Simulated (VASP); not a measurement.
Here is a VASP 6.6.1 calculation.

The input INCAR:

```
SYSTEM = HfC
PREC     = Accurate       ! precision mode
ENCUT    = 520            ! plane-wave cutoff, eV
EDIFF    = 1E-6           ! SCF threshold, eV
ISMEAR   = 0              ! smearing method
SIGMA    = 0.15           ! smearing width, eV
LREAL    = .False.        ! projectors in reciprocal space
LASPH    = .True.         ! aspherical terms in the spheres
NELM     = 100            ! most SCF steps
ALGO     = Normal         ! electronic algorithm
ISIF     = 2              ! what is computed and relaxed
LWAVE    = .False.        ! write WAVECAR
LCHARG   = .True.         ! write CHGCAR
GGA      = PS             ! functional
LELF     = .True.         ! ELF
LVHAR    = .True.       
NBANDS   = 14             ! bands
```

File KPOINTS:

```
Automatic mesh
0
Gamma
  18 18 18
  0 0 0
```

File POSCAR:

```
HfC
1.0
    0.0000000000      2.5575000000      2.3250000000
    2.3250000000      0.0000000000      2.3250000000
    2.3250000000      2.5575000000      0.0000000000
Hf C
1 1
Direct
    0.5000000000      0.5000000000      0.5000000000
    0.0000000000      0.0000000000      0.0000000000
```

Potentials or basis: VASP PAW PBE potentials, release 64 (Hf_pv, C).

Launch:

```bash
$ cat potpaw_PBE.64/Hf_pv/POTCAR potpaw_PBE.64/C/POTCAR > POTCAR
$ mpirun -np 1 vasp_std > vasp.out
```

(1) Predict the band gap on the k mesh.

(2) Estimate the pressure.

## Answers

(1) zero (bands 7 and 8 overlap by 1.61 eV).

(2) -21.3 GPa.

Caveat: the cell differs from its parent crystal (strain +0.1000 x Voigt [0, 1, 0, 0, 0, 0]); the stress differs along the axes, from -34 to -15 GPa; the PAW data sets were made with another functional, which shifts forces and pressure a little; spin-orbit coupling is left out, which moves the levels of the heavy elements.
